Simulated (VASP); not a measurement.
A run of VASP 6.6.1:

The input POSCAR:

```
Ti
1.0
    2.9500000000      0.0000000000      0.0000000000
   -1.4750000000      2.5547749412      0.0000000000
    0.0000000000      0.0000000000      4.6800000000
Ti
2
Direct
    0.3333333333      0.6666666667      0.2500000000
    0.6666666667      0.3333333333      0.7500000000
```

The input INCAR.step1:

```
PREC = Accurate
ENCUT = 520
ISMEAR = 0
SIGMA = 0.1
LREAL = F
LASPH = T
NELM = 80
NBANDS = 19
GGA = PE
ALGO = Normal
EDIFF = 1E-4
LWAVE = T
LCHARG = F
```

File INCAR.step2:

```
PREC = Accurate
ENCUT = 520
EDIFF = 1E-6
ISMEAR = 0
SIGMA = 0.1
LREAL = F
LASPH = T
NELM = 80
ALGO = Normal
ISIF = 2
LWAVE = F
LCHARG = F
METAGGA = R2SCAN
LMIXTAU = T
NBANDS = 19
ISTART = 1
```

The input KPOINTS:

```
Automatic mesh
0
Gamma
  9 9 4
```

Potentials or basis: VASP PAW PBE potentials, release 64 (Ti_sv).

Launch:

```bash
$ cat potpaw_PBE.64/Ti_sv/POTCAR > POTCAR
$ cp INCAR.step1 INCAR
$ mpirun -np 1 vasp_std > vasp.out
$ cp INCAR.step2 INCAR
$ mpirun -np 1 vasp_std > vasp.out
```

Hardware: 1 thread of Intel(R) Xeon(R) Platinum 8488C (Sapphire Rapids), on a shared host.

Problem. How long does it take, and how much memory?

Solution. It took 78 s on 1 thread of Intel(R) Xeon(R) Platinum 8488C (Sapphire Rapids) (shared host), peak memory 0.16 GiB. Counts: k points 36.
